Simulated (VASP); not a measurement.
Input of a VASP 6.6.1 run:

The input INCAR:

```
PREC = Accurate
ENCUT = 520
EDIFF = 1E-6
ISMEAR = 0
SIGMA = 0.05
LREAL = F
LASPH = T
NELM = 150
ALGO = Normal
ISIF = 2
LWAVE = F
LCHARG = F
ISPIN = 2
MAGMOM = 5
LORBIT = 11
LMAXMIX = 6
GGA = PE
NBANDS = 20
```

Contents of KPOINTS:

```
regular mesh
0
Gamma
  8 8 8
```

The input POSCAR:

```
Dy
1.0
    0.0000000000      2.5070375042      2.5070375042
    2.5070375042      0.0000000000      2.5070375042
    2.5070375042      2.5070375042      0.0000000000
Dy
1
Direct
    0.0000000000      0.0000000000      0.0000000000
```

Potentials or basis: VASP PAW PBE potentials, release 64 (Dy).

Command:

```console
$ cat potpaw_PBE.64/Dy/POTCAR > POTCAR
$ mpirun -np 1 vasp_std > vasp.out
```

**Question.** Predict the pressure.

**Answer.** 1.0 GPa.

**Question.** Estimate the net moment.

**Answer.** 4.83 μB per cell.

Caveat: the magnetic or orbital state may not be the lowest. The state reached can hang on the start; a lower one may exist.
